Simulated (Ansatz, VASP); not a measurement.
# One calculation of BN, two programs

File INCAR:

```
PREC     = Accurate       # precision mode
ENCUT    = 520            # plane-wave cutoff, eV
EDIFF    = 1E-6           # SCF threshold, eV
ISMEAR   = 0              # smearing method
SIGMA    = 0.05           # smearing width, eV
LREAL    = False          # projectors in reciprocal space
LASPH    = True           # aspherical terms in the spheres
NELM     = 80             # most SCF steps
ALGO     = Normal         # electronic algorithm
ISIF     = 2              # what is computed and relaxed
LWAVE    = False          # write WAVECAR
LCHARG   = False          # write CHGCAR
GGA      = PS             # functional
NBANDS   = 26             # bands
```

File KPOINTS:

```
Automatic mesh
0
Gamma
  6 6 10
```

File POSCAR:

```
BN
1.0
    4.4642000000      0.0000000000      0.0000000000
    0.0000000000      4.4642000000      0.0000000000
    0.0000000000      0.0000000000      2.3858000000
B N
4 4
Direct
    0.1741337327      0.8258662673      0.5000000000
    0.3258662673      0.3258662673      0.0000000000
    0.6741337327      0.6741337327      0.0000000000
    0.8258662673      0.1741337327      0.5000000000
    0.8123909516      0.8123909516      0.5000000000
    0.3123909516      0.6876090484      0.0000000000
    0.6876090484      0.3123909516      0.0000000000
    0.1876090484      0.1876090484      0.5000000000
```

Input for Ansatz:

```yaml
crystal:
  lattice:
    - [4.4642, 0.0, 0.0]
    - [0.0, 4.4642, 0.0]
    - [0.0, 0.0, 2.3858]
  atoms:
    - { symbol: B, position: [0.1741337327, 0.8258662673, 0.5] }
    - { symbol: B, position: [0.3258662673, 0.3258662673, 0.0] }
    - { symbol: B, position: [0.6741337327, 0.6741337327, 0.0] }
    - { symbol: B, position: [0.8258662673, 0.1741337327, 0.5] }
    - { symbol: "N", position: [0.8123909516, 0.8123909516, 0.5] }
    - { symbol: "N", position: [0.3123909516, 0.6876090484, 0.0] }
    - { symbol: "N", position: [0.6876090484, 0.3123909516, 0.0] }
    - { symbol: "N", position: [0.1876090484, 0.1876090484, 0.5] }
basis:
  ecutwfc: 520.0
kpoints:
  mp_grid: { grid: [6, 6, 10] }
hamiltonian:
  xc: pbesol
  pseudopotentials: { kind: paw, azcp: { folder: soft_1 } }
scf:
  occupations: { method: gaussian, width: 0.05 }
output:
  forces: true
  stress: true
  eigenvalues: true
```

Alike in both runs: task single point; functional PBEsol; k mesh 6 × 6 × 10; occupations gaussian, width 0.05 eV; no spin polarisation.

```csv
,VASP,Ansatz
version,VASP 6.6.1,Ansatz 0.2.0
potentials or method,"VASP PAW PBE potentials, release 64 (B, N), cutoff 520 eV","scalar-relativistic, plane waves, PAW"
valence electrons in the cell,32,32
```

VASP gave:

- gap on the k mesh at the Fermi level (eV): 4.47
- least direct gap on the mesh (eV): 5.79
- pressure (GPa): 18.1
- traceless stress, the component that is largest in VASP (GPa): 50.98
- rms of the force components (eV/Å): 0.366

Which values does Ansatz return?

gap on the k mesh at the Fermi level (eV): 4.48; least direct gap on the mesh (eV): 5.80; pressure (GPa): 17.2; traceless stress, the component that is largest in VASP (GPa): 50.50; rms of the force components (eV/Å): 0.352.

VASP's potentials were made for PBE, not for PBEsol, and Ansatz warns of the same on its side. Atom by atom the forces differ by 0.016 eV/Å (rms over components).
